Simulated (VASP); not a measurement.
# Au (Fm-3m) in VASP: settings compared

Aim: see how the results for Au move with the level of theory and the settings. Levels: LDA, r2SCAN50. Tasks: single point.

All numbers are computed with VASP 6.6.1; they aren't measurements. Logs are shortened: lines on timing, memory, paths and dates and some standing lists are left out, and cuts for length are marked.

## (1) The cell of the first run

It takes space group Fm-3m (No. 225, cubic). The conventional cell has a = 4.150 Å, b = 4.150 Å, c = 4.150 Å, α = 90.00°, β = 90.00°, γ = 90.00°. Au (site symmetry m-3m) has 12 Au at 2.93 Å within 3.9 Å.

## (2) Single point, LDA, non-collinear spin, zero start, spin-orbit coupling

Input file INCAR:

```
SYSTEM = Au
ALGO = Normal
EDIFF = 1E-6
ENCUT = 540
GGA = CA
GGA_COMPAT = .FALSE.
ISIF = 2
ISMEAR = -1
LASPH = .TRUE.
LCHARG = .FALSE.
LMAXMIX = 4
LORBIT = 11
LORBMOM = .TRUE.
LREAL = .FALSE.
LSORBIT = .TRUE.
LWAVE = .FALSE.
MAGMOM = 0 0 0
NBANDS = 30
NELM = 200
PREC = Accurate
SIGMA = 0.05
```

Input file KPOINTS:

```
k-points
0
G
  11 11 11
  0 0 0
```

Input file POSCAR:

```
Au
1.0
    0.0000000000      2.0749120936      2.0749120936
    2.0749120936      0.0000000000      2.0749120936
    2.0749120936      2.0749120936      0.0000000000
Au
1
Direct
    0.0000000000      0.0000000000      0.0000000000
```

Potentials or basis: VASP PAW LDA potentials, release 64 (Au_sv_GW).

Command:

```
$ cat potpaw_LDA.64/Au_sv_GW/POTCAR > POTCAR
$ mpirun -np 1 vasp_ncl > vasp.out
```

OUTCAR:

```text
SYSTEM = Au
   EDIFF = 1E-6
   ENCUT = 540
   GGA = CA
   ISIF = 2
   ISMEAR = -1
   LASPH = .TRUE.
   LORBIT = 11
   LREAL = .FALSE.
   LSORBIT = .TRUE.
   NELM = 200
   PREC = Accurate

 ion  position               nearest neighbor table
   1  0.000  0.000  0.000-

  LATTYP: Found a face centered cubic cell.
 ALAT       =     4.1498241872

  Lattice vectors:

 A1 = (   0.0000000000,   2.0749120936,   2.0749120936)
 A2 = (   2.0749120936,   0.0000000000,   2.0749120936)
 A3 = (   2.0749120936,   2.0749120936,   0.0000000000)

Analysis of symmetry for initial positions (statically):
=====================================================================
 Subroutine PRICEL returns:
 Original cell was already a primitive cell.

 Routine SETGRP: Setting up the symmetry group for a
 face centered cubic supercell.

 Subroutine GETGRP returns: Found 48 space group operations
 (whereof 48 operations were pure point group operations)
 out of a pool of 48 trial point group operations.

The static configuration has the point symmetry O_h .

Analysis of symmetry for dynamics (positions and initial velocities):
=====================================================================
 Subroutine PRICEL returns:
 Original cell was already a primitive cell.

 Routine SETGRP: Setting up the symmetry group for a
 face centered cubic supercell.

 Subroutine GETGRP returns: Found 48 space group operations
 (whereof 48 operations were pure point group operations)
 out of a pool of 48 trial point group operations.

The dynamic configuration has the point symmetry O_h .

Analysis of structural, dynamic, and magnetic symmetry:
=====================================================================
 Subroutine PRICEL returns:
 Original cell was already a primitive cell.

 Routine SETGRP: Setting up the symmetry group for a
 face centered cubic supercell.

 Subroutine GETGRP returns: Found 48 space group operations
 (whereof 48 operations were pure point group operations)
 out of a pool of 48 trial point group operations.

The overall configuration has the point symmetry O_h .

 Subroutine INISYM returns: Found 48 space group operations
 (whereof 48 operations are pure point group operations),
 and found     1 'primitive' translations

----------------------------------------------------------------------------------------

                                     Primitive cell

  volume of cell :      17.8661

  direct lattice vectors                    reciprocal lattice vectors
     0.000000000  2.074912094  2.074912094    -0.240974064  0.240974064  0.240974064
     2.074912094  0.000000000  2.074912094     0.240974064 -0.240974064  0.240974064
     2.074912094  2.074912094  0.000000000     0.240974064  0.240974064 -0.240974064

  length of vectors
     2.934368824  2.934368824  2.934368824     0.417379322  0.417379322  0.417379322

  position of ions in fractional coordinates (direct lattice)
     0.000000000  0.000000000  0.000000000

  ion indices of the primitive-cell ions
   primitive index   ion index
                 1           1

----------------------------------------------------------------------------------------

 KPOINTS: k-points

Automatic generation of k-mesh.
 Grid dimensions read from file:
 generate k-points for:   11   11   11

 Generating k-lattice:

  Cartesian coordinates                     Fractional coordinates (reciprocal lattice)
    -0.021906733  0.021906733  0.021906733     0.090909091  0.000000000  0.000000000
     0.021906733 -0.021906733  0.021906733     0.000000000  0.090909091  0.000000000
     0.021906733  0.021906733 -0.021906733     0.000000000  0.000000000  0.090909091

  Length of vectors
     0.037943575  0.037943575  0.037943575

  Shift w.r.t. Gamma in fractional coordinates (k-lattice)
     0.000000000  0.000000000  0.000000000

 Subroutine IBZKPT returns following result:
 ===========================================

 Found     56 irreducible k-points:

 Following reciprocal coordinates:
            Coordinates               Weight
  0.000000  0.000000  0.000000      1.000000
  0.090909  0.000000  0.000000      8.000000
  0.181818  0.000000  0.000000      8.000000
  0.272727  0.000000  0.000000      8.000000
  0.363636  0.000000  0.000000      8.000000
  0.454545  0.000000  0.000000      8.000000
[... 16 lines left out ...]
 -0.272727  0.181818  0.000000     24.000000
 -0.181818  0.181818  0.000000     12.000000
 [... further k-points ...]
   k-points           NKPTS =     56   k-points in BZ     NKDIM =     56   number of bands    NBANDS=     30
   number of dos      NEDOS =    301   number of ions     NIONS =      1
   total plane-waves  NPLWV =  13824
   dimension x,y,z NGX =    24 NGY =   24 NGZ =   24
   dimension x,y,z NGXF=    48 NGYF=   48 NGZF=   48
   ions per type =               1
   NGX,Y,Z   is equivalent  to a cutoff of  13.60, 13.60, 13.60 a.u.
   NGXF,Y,Z  is equivalent  to a cutoff of  27.19, 27.19, 27.19 a.u.
 SYSTEM =  Au
   PREC   = accura    normal or accurate (medium, high low for compatibility)
   ISTART =      0    job   : 0-new  1-cont  2-samecut
   ICHARG =      2    charge: 1-file 2-atom 10-const
   ISPIN  =      1    spin polarized calculation?
   LNONCOLLINEAR =      T non collinear calculations
   LSORBIT =      T    spin-orbit coupling
   LASPH  =      T    aspherical Exc in radial PAW
   ENCUT  =  540.0 eV  39.69 Ry    6.30 a.u.   5.56  5.56  5.56*2*pi/ulx,y,z
   NELM   =    200;   NELMIN=  2; NELMDL= -5     # of ELM steps
   EDIFF  = 0.1E-05   stopping-criterion for ELM
   LREAL  =      F    real-space projection
[... 7 lines left out ...]
   TEBEG  =    0.0;   TEEND  =   0.0 temperature during run
   PSTRESS=    0.0 pullay stress
   NELECT =      19.0000    total number of electrons
   NUPDOWN=      -1.0000    fix difference up-down
   EMIN   =  10.00;   EMAX   =-10.00  energy-range for DOS
   EFERMI =   0.00;   METHOD = LEGACY
   ISMEAR =    -1;   SIGMA  =   0.05  broadening in eV -4-tet -1-fermi 0-gaus
   EFERMI_NEDOS =   21; number of points for ismear=-14 and -15
   IALGO  =     38    algorithm
   IMIX   =      4    mixing-type and parameters
     AMIX     =   0.40;   BMIX     =  1.00
     AMIX_MAG =   1.60;   BMIX_MAG =  1.00
  volume/ion in A,a.u.               =      17.87       120.57
  Fermi-wavevector in a.u.,A,eV,Ry     =   1.671025  3.157780 37.991891  2.792325
  Thomas-Fermi vector in A             =   2.756420
   LORBIT       =     11    0 simple, 1 ext, 2 COOP (PROOUT), +10 PAW based schemes
   GGA     = CA    functional components
   LHFCALC =     F    Hartree Fock is set to
   AEXX    =    0.0000 exact exchange contribution
   IVDW    =     0    specifies the selected vdW correction
   LEPSILON=     F    determine dielectric tensor
   LRPA    =     F    only Hartree local field effects (RPA)
  energy-cutoff  :      540.00
  volume of cell :       17.87
 maximum number of plane-waves:      1064
   NGX = 11   NGY = 11   NGZ = 11

 number of electron      19.0000000 magnetization       0.0000000      0.0000000      0.0000000

 number of electron      19.0000001 magnetization       0.0000000      0.0000000     -0.0000000

 number of electron      19.0000001 magnetization      -0.0000000     -0.0000000      0.0000000

 Free energy of the ion-electron system (eV)
  ---------------------------------------------------
  ext. energy  EPLUGINS =         0.00000000
  ---------------------------------------------------
  free energy    TOTEN  =        -6.67636705 eV

  energy without entropy =       -6.67505632  energy(sigma->0) =       -6.67571169

 E-fermi :   7.8874     XC(G=0): -13.3607

 val. band max:        7.7457677311   @ k =   0.4545   0.3636   0.0000
 cond. band min:       7.9947337767   @ k =  -0.4545   0.0909   0.0000
 fundamental gap:      0.2489660456
 Fermi energy:         7.8873500388

 k-point     1 :       0.0000    0.0000    0.0000
  band No.  band energies     occupation
      1     -97.2970      1.00000
      2     -97.2970      1.00000
      3     -59.1894      1.00000
      4     -59.1894      1.00000
      5     -44.2524      1.00000
      6     -44.2524      1.00000
[... 22 lines left out ...]
     29      30.9235      0.00000
     30      30.9235      0.00000

 k-point     2 :       0.0909    0.0000    0.0000
  band No.  band energies     occupation
      1     -97.2963      1.00000
      2     -97.2963      1.00000
      3     -59.1926      1.00000
      4     -59.1926      1.00000
      5     -44.2668      1.00000
      6     -44.2668      1.00000
[... 22 lines left out ...]
     29      31.1153      0.00000
     30      31.1154      0.00000

 k-point     3 :       0.1818    0.0000    0.0000
  band No.  band energies     occupation
      1     -97.2943      1.00000
      2     -97.2943      1.00000
      3     -59.2011      1.00000
      4     -59.2011      1.00000
      5     -44.3048      1.00000
      6     -44.3048      1.00000
[... 22 lines left out ...]
     29      29.3102      0.00000
     30      29.3104      0.00000

 k-point     4 :       0.2727    0.0000    0.0000
  band No.  band energies     occupation
      1     -97.2917      1.00000
      2     -97.2917      1.00000
      3     -59.2124      1.00000
      4     -59.2124      1.00000
      5     -44.3548      1.00000
      6     -44.3548      1.00000
[... 616 lines left out ...]
     29      30.8519      0.00000
     30      30.8519      0.00000

 k-point    23 :      -0.2727    0.1818    0.0000
  band No.  band energies     occupation
      1     -97.2886      1.00000
      2     -97.2886      1.00000
      3     -59.2257      1.00000
      4     -59.2257      1.00000
      5     -44.3934      1.00000
      6     -44.3934      1.00000
[... 22 lines left out ...]
     29      28.6453      0.00000
     30      28.6453      0.00000

 k-point    24 :      -0.1818    0.1818    0.0000
  band No.  band energies     occupation
      1     -97.2908      1.00000
      2     -97.2908      1.00000
      3     -59.2161      1.00000
      4     -59.2161      1.00000
      5     -44.3589      1.00000
      6     -44.3589      1.00000
[... 22 lines left out ...]
     29      29.0151      0.00000
     30      29.0151      0.00000

 [... further k-points ...]
[... 5 lines left out ...]
  --------------------------------------------------------------------------------------
  -------------------------------------------------------------------------------------
  Total       -1.3044791     -1.3044791     -1.3044791      0.0000000      0.0000000      0.0000000
  in kB     -116.9818862   -116.9818862   -116.9818862      0.0000000      0.0000000      0.0000000
  external PRESSURE =    -116.9818862 kB  Pullay stress =       0.0000000 kB

 VOLUME and BASIS-vectors are now :
 -----------------------------------------------------------------------------
  energy-cutoff  :      540.00
  volume of cell :       17.87
      direct lattice vectors                 reciprocal lattice vectors
     0.000000000  2.074912094  2.074912094    -0.240974064  0.240974064  0.240974064
     2.074912094  0.000000000  2.074912094     0.240974064 -0.240974064  0.240974064
     2.074912094  2.074912094  0.000000000     0.240974064  0.240974064 -0.240974064

 POSITION                                       TOTAL-FORCE (eV/Angst)
 -----------------------------------------------------------------------------------
      0.00000      0.00000      0.00000         0.000000      0.000000      0.000000
 -----------------------------------------------------------------------------------
    total drift:                               -0.000000      0.000000     -0.000000

  FREE ENERGIE OF THE ION-ELECTRON SYSTEM (eV)
  ---------------------------------------------------
  free  energy   TOTEN  =        -6.6763670538 eV

  energy  without entropy=       -6.6750563211  energy(sigma->0) =       -6.67571169

 orbital moment (x)

 # of ion     p       d       f       tot
 ------------------------------------------------
  1         0.000   0.000  -0.000   0.000
 ------------------------------------------------
            0.000   0.000  -0.000   0.000

 orbital moment (y)

 # of ion     p       d       f       tot
 ------------------------------------------------
  1         0.000  -0.000   0.000  -0.000
 ------------------------------------------------
            0.000  -0.000   0.000  -0.000

 orbital moment (z)

 # of ion     p       d       f       tot
 ------------------------------------------------
  1         0.000   0.000  -0.000  -0.000
 ------------------------------------------------
            0.000   0.000  -0.000  -0.000

 Spin-Orbit-Coupling matrix elements

 Ion:    1  E_soc:     -5.8340002
 l=   1
     0.0000000    -0.8551619    -0.8551619
    -0.8551619     0.0000000    -0.8551619
    -0.8551619    -0.8551619     0.0000000
 l=   2
     0.0000000    -0.0244487     0.0000000    -0.0244487    -0.0927130
    -0.0244487     0.0000000    -0.0695348    -0.0244487    -0.0231783
     0.0000000    -0.0695348     0.0000000    -0.0695348     0.0000000
    -0.0244487    -0.0244487    -0.0695348     0.0000000    -0.0231783
    -0.0927130    -0.0231783     0.0000000    -0.0231783     0.0000000
 l=   3
     0.0000000    -0.0000011     0.0000000     0.0000000     0.0000000    -0.0000014    -0.0000054
    -0.0000011     0.0000000    -0.0000018     0.0000000    -0.0000018    -0.0000029    -0.0000011
     0.0000000    -0.0000018     0.0000000    -0.0000033    -0.0000014    -0.0000021     0.0000000
     0.0000000     0.0000000    -0.0000033     0.0000000    -0.0000033     0.0000000     0.0000000
     0.0000000    -0.0000018    -0.0000014    -0.0000033     0.0000000    -0.0000021     0.0000000
    -0.0000014    -0.0000029    -0.0000021     0.0000000    -0.0000021     0.0000000    -0.0000014
    -0.0000054    -0.0000011     0.0000000     0.0000000     0.0000000    -0.0000014     0.0000000

 total charge

# of ion       s       p       d       f       tot
--------------------------------------------------
    1        2.294   6.614   8.491   0.010  17.409

 magnetization (x)

# of ion       s       p       d       f       tot
--------------------------------------------------
    1        0.000  -0.000   0.000   0.000   0.000

 magnetization (y)

# of ion       s       p       d       f       tot
--------------------------------------------------
    1        0.000   0.000   0.000   0.000   0.000

 magnetization (z)

# of ion       s       p       d       f       tot
--------------------------------------------------
    1        0.000   0.000   0.000   0.000   0.000
```

It took 1.7 min on 1 thread of Intel Xeon Platinum 8259CL at 2.50GHz (Skylake/Cascade Lake), shared host; peak memory 0.2 GiB.

Results:

- Free energy: -6.6764 eV
- Pressure: -11.7 GPa
- Net moment: 0.00 μB per cell
- Valence electrons inside the program's atomic spheres: Au 17.41

Moments on the atoms (μB; x, y, z):
```
Au  0.00 0.00 0.00
```

Caveat: the cell stands under tension.

## (3) Single point, r2SCAN50

This run uses another cell than the first one, of 16.85 Å³/atom.

Input file POSCAR:

```
Au
1.0
    0.0000000000      2.0350000000      2.0350000000
    2.0350000000      0.0000000000      2.0350000000
    2.0350000000      2.0350000000      0.0000000000
Au
1
Direct
    0.0000000000      0.0000000000      0.0000000000
```

Input file INCAR.step1:

```
PREC = Accurate ; ENCUT = 440
EDIFF = 1E-5 ; ISMEAR = -1
SIGMA = 0.05 ; LREAL = False
LASPH = True ; NELM = 120
ALGO = Normal ; ISIF = 2
LWAVE = True ; LCHARG = False
NBANDS = 16 ; GGA = PE
GGA_COMPAT = False
```

Input file INCAR.step2:

```
PREC = Accurate ; ENCUT = 440
EDIFF = 1E-6 ; ISMEAR = -1
SIGMA = 0.05 ; LREAL = False
LASPH = True ; NELM = 120
ALGO = Normal ; ISIF = 2
LWAVE = False ; LCHARG = False
METAGGA = R2SCAN ; LHFCALC = True
AEXX = 0.5 ; LMIXTAU = True
PRECFOCK = Normal ; NBANDS = 16
ISTART = 1 ; GGA_COMPAT = False
```

Input file KPOINTS:

```
Automatic mesh
0
Gamma
  6 6 6
```

Potentials or basis: VASP PAW PBE potentials, release 64 (Au_sv_GW).

Command:

```
$ cat potpaw_PBE.64/Au_sv_GW/POTCAR > POTCAR
$ cp INCAR.step1 INCAR
$ mpirun -np 1 vasp_std > vasp.out
$ cp INCAR.step2 INCAR
$ mpirun -np 1 vasp_std > vasp.out
```

It took 8.1 min on 1 thread of Intel Xeon 6975P-C (Granite Rapids), shared host; peak memory 0.14 GiB.

The run converged. Its results:

| Item | Value |
| --- | --- |
| Free energy | -22.9902 eV |
| Pressure | 1.0 GPa |
| Band gap on the k mesh | zero (an odd number of electrons rules out a gap without spin polarisation) |

Levels at points of the mesh, in eV from the Fermi level:
```
           k point  band 8  band 9  band 10  band 11  band 12  band 13
(0.00, 0.00, 0.00)   -7.49   -5.80    -5.80    17.90    22.38    22.38
(0.50, 0.00, 0.00)   -4.19   -4.19    -1.06     5.62    17.29    21.27
(0.50, 0.50, 0.00)   -3.70   -3.70     2.88     9.19    13.44    13.44
```

Caveat: the k points lie up to 0.45 Å⁻¹ apart, too coarse for converged energies and pressures of a metal; the PAW data sets were made with another functional, which shifts forces and pressure a little; spin-orbit coupling is left out, which moves the levels of the heavy elements.

## (4) Single point, LDA, non-collinear spin, zero start, spin-orbit coupling

This run uses another cell than the first one, of 16.85 Å³/atom.

Input file INCAR:

```
SYSTEM = Au
ALGO = Normal ; EDIFF = 1E-6
ENCUT = 540 ; GGA = CA
GGA_COMPAT = .FALSE. ; ISIF = 2
ISMEAR = -1 ; LASPH = .TRUE.
LCHARG = .FALSE. ; LMAXMIX = 4
LNONCOLLINEAR = .TRUE. ; LORBIT = 11
LORBMOM = .TRUE. ; LREAL = .FALSE.
LSORBIT = .TRUE. ; LWAVE = .FALSE.
MAGMOM = 0 0 0 ; NBANDS = 30
NELM = 200 ; PREC = Accurate
SIGMA = 0.05
```

Input file KPOINTS:

```
k-points
0
G
  11 11 11
  0 0 0
```

POSCAR is that of step 3.

Potentials or basis: VASP PAW LDA potentials, release 64 (Au_sv_GW).

Command:

```
$ cat potpaw_LDA.64/Au_sv_GW/POTCAR > POTCAR
$ mpirun -np 1 vasp_ncl > vasp.out
```

It took 98 s on 1 thread of AMD EPYC 7R43 (Zen 3), shared host; peak memory 0.17 GiB.

The run converged. Its results:

| Quantity | Value |
| --- | --- |
| Free energy | -6.7204 eV |
| Pressure | -2.9 GPa |
| Net moment | 0.00 μB per cell |
| Valence electrons inside the program's atomic spheres | Au 17.47 |

Moments on the atoms (μB; x, y, z):
```
Au  0.00 0.00 0.00
```

## (5) Single point, r2SCAN50

This run uses another cell than the first one, of 15.84 Å³/atom.

Input file POSCAR:

```
Au
1.0
    0.0000000000      1.9934577312      1.9934577312
    1.9934577312      0.0000000000      1.9934577312
    1.9934577312      1.9934577312      0.0000000000
Au
1
Direct
    0.0000000000      0.0000000000      0.0000000000
```

Input file INCAR.step1:

```
SYSTEM = Au
PREC = Accurate
ENCUT = 440
EDIFF = 1E-5
ISMEAR = -1
SIGMA = 0.05
LREAL = .FALSE.
LASPH = .TRUE.
NELM = 120
ALGO = Normal
ISIF = 2
LWAVE = .TRUE.
LCHARG = .FALSE.
NBANDS = 16
GGA = PE
GGA_COMPAT = .FALSE.
```

Input file INCAR.step2:

```
SYSTEM = Au
PREC = Accurate
ENCUT = 440
EDIFF = 1E-6
ISMEAR = -1
SIGMA = 0.05
LREAL = .FALSE.
LASPH = .TRUE.
NELM = 120
ALGO = Normal
ISIF = 2
LWAVE = .FALSE.
LCHARG = .FALSE.
METAGGA = R2SCAN
LHFCALC = .TRUE.
AEXX = 0.5
LMIXTAU = .TRUE.
PRECFOCK = Normal
NBANDS = 16
ISTART = 1
GGA_COMPAT = .FALSE.
```

Input file KPOINTS:

```
Automatic mesh
0
G
  6 6 6
  0 0 0
```

Potentials or basis: VASP PAW PBE potentials, release 64 (Au_sv_GW).

Command:

```
$ cat potpaw_PBE.64/Au_sv_GW/POTCAR > POTCAR
$ cp INCAR.step1 INCAR
$ mpirun -np 1 vasp_std > vasp.out
$ cp INCAR.step2 INCAR
$ mpirun -np 1 vasp_std > vasp.out
```

Wall time 8.4 min (1 thread of Intel Xeon 6975P-C (Granite Rapids), shared host); peak memory 0.14 GiB.

Results (log left out):

* Free energy: -22.9148 eV
* Pressure: 13.9 GPa
* Band gap on the k mesh: zero (an odd number of electrons rules out a gap without spin polarisation)

Levels at points of the mesh, in eV from the Fermi level:
```tsv
k point	band 6	band 7	band 8	band 9	band 10	band 11	band 12	band 13	band 14	band 15
(0.00, 0.00, 0.00)	-7.92	-7.92	-7.92	-6.03	-6.03	17.77	22.62	22.62	22.62	28.04
(0.50, 0.00, 0.00)	-8.00	-8.00	-4.25	-4.25	-1.48	6.01	17.19	21.73	21.73	30.74
(0.50, 0.50, 0.00)	-10.55	-4.45	-3.71	-3.71	2.62	9.75	13.61	13.61	22.13	25.23
```

Caveat: the k points lie up to 0.45 Å⁻¹ apart, too coarse for converged energies and pressures of a metal; the PAW data sets were made with another functional, which shifts forces and pressure a little; spin-orbit coupling is left out, which moves the levels of the heavy elements.

(Continued in part 2 of 2.)

The gap in the log of VASP goes by the Fermi energy; the results here count the filled bands.